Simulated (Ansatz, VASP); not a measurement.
## Two plane-wave programs on Sn

The input INCAR:

```
  PREC = Accurate
  ENCUT = 520
  EDIFF = 1E-6
  ISMEAR = 0
  SIGMA = 0.15
  LREAL = F
  LASPH = T
  NELM = 80
  ALGO = Fast
  ISIF = 2
  LWAVE = F
  LCHARG = F
  GGA = PE
  NBANDS = 21
```

The input KPOINTS:

```
regular mesh
0
Gamma
  12 12 12
```

Contents of POSCAR:

```
Sn
1.0
   -2.9643162545      2.9643162545      1.6163469645
    2.9643162545     -2.9643162545      1.6163469645
    2.9643162545      2.9643162545     -1.6163469645
Sn
2
Direct
    0.7720728038      0.2311751831      0.4841352974
   -0.0220728038      0.0188248169      0.0158647026
```

Input for Ansatz:

```yaml
crystal:
  lattice:
    - [-2.9643162545, 2.9643162545, 1.6163469645]
    - [2.9643162545, -2.9643162545, 1.6163469645]
    - [2.9643162545, 2.9643162545, -1.6163469645]
  atoms:
    - { symbol: Sn, position: [0.7720728038, 0.2311751831, 0.4841352974] }
    - { symbol: Sn, position: [-0.0220728038, 0.0188248169, 0.0158647026] }
basis:
  ecutwfc: 420
kpoints:
  mp_grid: { grid: [12, 12, 12] }
hamiltonian:
  xc: pbe
scf:
  occupations: { method: gaussian, width: 0.15 }
output:
  forces: true
  stress: true
  eigenvalues: true
```

Change from the starting cell: all atoms moved at random, sigma 0.15 Å a component.

Alike in both runs: task single point; functional PBE; k mesh 12 × 12 × 12; occupations gaussian, width 0.15 eV; no spin polarisation.

```csv
,VASP,Ansatz
version,VASP 6.6.1,Ansatz 0.2.0
potentials or method,"VASP PAW PBE potentials, release 64 (Sn_d), cutoff 520 eV","scalar-relativistic, plane waves, PAW"
valence electrons in the cell,28,28
```

```tsv
	VASP	Ansatz	Ansatz less VASP
gap on the k mesh at the Fermi level (eV)	none	none	-
pressure (GPa)	2.7	2.7	+0.03
traceless stress, the component that is largest in VASP (GPa)	4.90	4.90	+0.003
rms of the force components (eV/Å)	0.916	0.915	-0.0009
```

Atom by atom the forces differ by 0.001 eV/Å (rms over components). A gap of «none» marks a metal or a gap that the smearing closes. The functional is the same, so the differences come from potentials, cutoffs and numerics.
